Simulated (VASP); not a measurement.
# Si6CO in VASP: a series of runs

The runs below take Si6CO through single point, with PBE+D3(BJ).

All numbers are computed with VASP 6.6.1; they aren't measurements. Logs are shortened: lines on timing, memory, paths and dates and some standing lists are left out, and cuts for length are marked.

### Step 1. The cell of the first run

The cell holds a slab with vacuum, 8 atoms: a = 3.833 Å, b = 5.421 Å, c = 22.538 Å, α = 90.00°, β = 90.00°, γ = 90.00°.

### Step 2. Single point, PBE+D3(BJ)

The input, INCAR:

```
PREC = Accurate
ENCUT = 520
EDIFF = 1E-6
ISMEAR = 0
SIGMA = 0.05
LREAL = False
LASPH = True
NELM = 120
ALGO = Normal
ISIF = 2
LWAVE = False
LCHARG = False
LDIPOL = True
IDIPOL = 3
DIPOL = 0.5 0.5 0.321
GGA = PE
IVDW = 12
NBANDS = 27
GGA_COMPAT = False
NELMDL = -8
```

The input, KPOINTS:

```
regular mesh
0
Gamma
  7 5 1
```

The input, POSCAR:

```
Si6CO
1.0
    3.8333442603      0.0000000000      0.0000000000
    0.0000000000      5.4211674422      0.0000000000
    0.0000000000      0.0000000000     22.5377548805
Si O C
6 1 1
Direct
    0.5000000000      0.0000000000      0.1774799673
    0.0000000000      0.2500000000      0.1774799673
    0.0000000000      0.5038841205      0.2602884661
    0.5000000000      0.7461158795      0.2602884661
    0.5000000000      0.0086034179      0.3411056213
    0.0000000000      0.2413965821      0.3411056213
    0.8333333333      0.0086034179      0.4786525960
    0.8333333333      0.0086034179      0.5296780866
```

Potentials or basis: VASP PAW PBE potentials, release 64 (Si, O, C).

Run with:

```bash
> cat potpaw_PBE.64/Si/POTCAR potpaw_PBE.64/O/POTCAR potpaw_PBE.64/C/POTCAR > POTCAR
> mpirun -np 1 vasp_std > vasp.out
```

OUTCAR:

```text
PREC = Accurate
   ENCUT = 520
   EDIFF = 1E-6
   ISMEAR = 0
   LREAL = False
   LASPH = True
   NELM = 120
   ISIF = 2
   GGA = PE
   IVDW = 12
   NELMDL = -8
 IVDW          = 12

 ion  position               nearest neighbor table
   1  0.500  0.000  0.177-   4 2.32   2 2.35   2 2.35
   2  0.000  0.250  0.177-   3 2.32   1 2.35   1 2.35
   3  0.000  0.504  0.260-   6 2.31   2 2.32   4 2.32   4 2.32
   4  0.500  0.746  0.260-   5 2.31   1 2.32   3 2.32   3 2.32
   5  0.500  0.009  0.341-   6 2.29   6 2.29   4 2.31
   6  0.000  0.241  0.341-   5 2.29   5 2.29   3 2.31
   7  0.833  0.009  0.479-   8 1.15
   8  0.833  0.009  0.530-   7 1.15

  LATTYP: Found a simple orthorhombic cell.
 ALAT       =     3.8333442603
 B/A-ratio  =     1.4142135624
 C/A-ratio  =     5.8793975574

  Lattice vectors:

 A1 = (   3.8333442603,   0.0000000000,   0.0000000000)
 A2 = (   0.0000000000,   5.4211674422,   0.0000000000)
 A3 = (   0.0000000000,   0.0000000000,  22.5377548805)

Analysis of symmetry for initial positions (statically):
=====================================================================
 Subroutine PRICEL returns:
 Original cell was already a primitive cell.

 Routine SETGRP: Setting up the symmetry group for a
 simple orthorhombic supercell.

 Subroutine GETGRP returns: Found  1 space group operations
 (whereof  1 operations were pure point group operations)
 out of a pool of  8 trial point group operations.

The static configuration has the point symmetry C_1 .

Analysis of symmetry for dynamics (positions and initial velocities):
=====================================================================
 Subroutine PRICEL returns:
 Original cell was already a primitive cell.

 Routine SETGRP: Setting up the symmetry group for a
 simple orthorhombic supercell.

 Subroutine GETGRP returns: Found  1 space group operations
 (whereof  1 operations were pure point group operations)
 out of a pool of  8 trial point group operations.

The dynamic configuration has the point symmetry C_1 .

 Subroutine INISYM returns: Found  1 space group operations
 (whereof  1 operations are pure point group operations),
 and found     1 'primitive' translations

----------------------------------------------------------------------------------------

                                     Primitive cell

[... 106 lines left out ...]
   NELECT =      34.0000    total number of electrons
   NUPDOWN=      -1.0000    fix difference up-down
   EMIN   =  10.00;   EMAX   =-10.00  energy-range for DOS
   EFERMI =   0.00;   METHOD = LEGACY
   ISMEAR =     0;   SIGMA  =   0.05  broadening in eV -4-tet -1-fermi 0-gaus
   EFERMI_NEDOS =   21; number of points for ismear=-14 and -15
   IALGO  =     38    algorithm
   IMIX   =      4    mixing-type and parameters
     AMIX     =   0.40;   BMIX     =  1.00
     AMIX_MAG =   1.60;   BMIX_MAG =  1.00
  volume/ion in A,a.u.               =      58.55       395.08
  Fermi-wavevector in a.u.,A,eV,Ry     =   0.682927  1.290544  6.345604  0.466389
  Thomas-Fermi vector in A             =   1.762142
   LORBIT       =      0    0 simple, 1 ext, 2 COOP (PROOUT), +10 PAW based schemes
   GGA     = PE    functional components
   LHFCALC =     F    Hartree Fock is set to
   AEXX    =    0.0000 exact exchange contribution
   IVDW    =    12    specifies the selected vdW correction
   LEPSILON=     F    determine dielectric tensor
   LRPA    =     F    only Hartree local field effects (RPA)
 non-spin polarized calculation
 Gauss-broadening in eV      SIGMA  =   0.05
  energy-cutoff  :      520.00
  volume of cell :      468.36
 maximum number of plane-waves:     12663
 NGX is ok and might be reduce to    30
   NGX = 15   NGY = 21   NGZ = 83

 dipolmoment           0.000000      0.000000      0.081198 electrons x Angstroem

 number of electron      34.0000000 magnetization

 dipolmoment           0.000000      0.000000     -0.001384 electrons x Angstroem

 Free energy of the ion-electron system (eV)
  ---------------------------------------------------
  ext. energy  EPLUGINS =         0.00000000
  ---------------------------------------------------
  free energy    TOTEN  =       -43.12433423 eV

  energy without entropy =      -43.11815285  energy(sigma->0) =      -43.12124354

 E-fermi :  -1.6927     XC(G=0):  -3.8228

 val. band max:       -1.7099419507   @ k =   0.2857  -0.2000   0.0000
 cond. band min:      -1.6724148660   @ k =   0.2857  -0.4000   0.0000
 fundamental gap:      0.0375270847
 Fermi energy:        -1.6927467056

 k-point     1 :       0.0000    0.0000    0.0000
  band No.  band energies     occupation
      1     -26.4667      2.00000
      2     -13.1269      2.00000
      3     -11.5359      2.00000
      4     -11.1830      2.00000
      5      -9.8105      2.00000
      6      -8.9986      2.00000
[... 529 lines left out ...]
     26       2.7297      0.00000
     27       3.1810      0.00000

------------------------ aborting loop because EDIFF is reached ----------------------------------------

 vacuum level on the upper side and lower side of the slab       (xc-potential included)        -0.016        -0.004

 Edisp (eV)   -1.63728

 E8    (eV) :    -0.6947

  FORCE on cell =-STRESS in cart. coord.  units (eV):
  Direction    XX          YY          ZZ          XY          YZ          ZX
  --------------------------------------------------------------------------------------
  -------------------------------------------------------------------------------------
  Total       0.19963     0.20265    -0.08185     0.02850    -0.06542     0.06450
  in kB       0.68290     0.69322    -0.27998     0.09748    -0.22378     0.22063
  external pressure =        0.37 kB  Pullay stress =        0.00 kB

 VOLUME and BASIS-vectors are now :
 -----------------------------------------------------------------------------
  energy-cutoff  :      520.00
  volume of cell :      468.36
      direct lattice vectors                 reciprocal lattice vectors
     3.833344260  0.000000000  0.000000000     0.260868822  0.000000000  0.000000000
     0.000000000  5.421167442  0.000000000     0.000000000  0.184462113  0.000000000
     0.000000000  0.000000000 22.537754880     0.000000000  0.000000000  0.044369992

 POSITION                                       TOTAL-FORCE (eV/Angst)
 -----------------------------------------------------------------------------------
      1.91667      0.00000      4.00000         0.006259      0.562691     -0.041302
      0.00000      1.35529      4.00000        -0.007763     -0.560516     -0.046811
      0.00000      2.73164      5.86632         0.004379     -0.100005     -0.006049
      1.91667      4.04482      5.86632        -0.005329      0.088016     -0.010902
      1.91667      0.04664      7.68775        -0.030159     -0.004982     -0.030758
      0.00000      1.30865      7.68775         0.011516      0.041597      0.012374
      3.19445      0.04664     10.78775         0.028230     -0.028369      0.781041
      3.19445      0.04664     11.93775        -0.007132      0.001568     -0.657592
 -----------------------------------------------------------------------------------
    total drift:                                0.000062     -0.000528     -0.001239

  FREE ENERGIE OF THE ION-ELECTRON SYSTEM (eV)
  ---------------------------------------------------
  free  energy   TOTEN  =       -44.7616107440 eV

  energy  without entropy=      -44.7554293663  energy(sigma->0) =      -44.75852006

 vacuum level on the upper side and lower side of the slab         3.109         3.121
```

OSZICAR:

```text
N       E                     dE             d eps       ncg     rms          rms(c)
DAV:   1     0.197400857237E+03    0.19740E+03   -0.10965E+04   988   0.901E+02
DAV:   2    -0.156232217887E+02   -0.21302E+03   -0.20429E+03  1385   0.177E+02
DAV:   3    -0.440499953742E+02   -0.28427E+02   -0.28114E+02  1240   0.669E+01
DAV:   4    -0.448436483168E+02   -0.79365E+00   -0.78699E+00  1266   0.135E+01
[... 19 lines left out ...]
DAV:  24    -0.431243288414E+02   -0.11526E-04   -0.13257E-06  1016   0.455E-03    0.206E-03
DAV:  25    -0.431243314491E+02   -0.26076E-05   -0.48343E-07   832   0.224E-03    0.113E-03
DAV:  26    -0.431243329179E+02   -0.14688E-05   -0.11340E-07   710   0.124E-03    0.410E-04
DAV:  27    -0.431243341269E+02   -0.12091E-05   -0.16724E-07   829   0.121E-03    0.226E-04
DAV:  28    -0.431243342261E+02   -0.99160E-07   -0.16409E-08   650   0.539E-04
   1 F= -.44761611E+02 E0= -.44758520E+02  d E =-.618138E-02
```

stdout:

```text
POSCAR found type information on POSCAR SiO C
 POSCAR found :  3 types and       8 ions
 scaLAPACK will be used
 LDA part: xc-table for (Slater+PW92), standard interpolation
 POSCAR, INCAR and KPOINTS ok, starting setup
 FFT: planning ... GRIDC
 FFT: planning ... GRID_SOFT
 FFT: planning ... GRID
 WAVECAR not read
 entering main loop
```

Wall time 3.4 min (1 thread of Intel Xeon 6975P-C (Granite Rapids), shared host); peak memory 0.58 GiB.

Results:

```yaml
Free_energy: -44.7616 eV
Largest_force: 0.782 eV/Å
Band_gap_on_the_k_mesh: zero (bands 17 and 18 overlap by 0.30 eV)
Dispersion_energy_per_atom: -0.205 eV
```

Forces on the atoms (eV/Å):
```
Si   0.006  0.563 -0.041
Si  -0.008 -0.561 -0.047
Si   0.004 -0.100 -0.006
Si  -0.005  0.088 -0.011
Si  -0.030 -0.005 -0.031
Si   0.012  0.042  0.012
O    0.028 -0.028  0.781
C   -0.007  0.002 -0.658
```

Levels at points of the mesh, in eV from the Fermi level:
```tsv
k point	band 15	band 16	band 17	band 18	band 19	band 20
(0.00, 0.00, 0.00)	-0.70	-0.43	-0.32	0.24	1.17	2.00
```

(Part 1 of 2 ends here.)
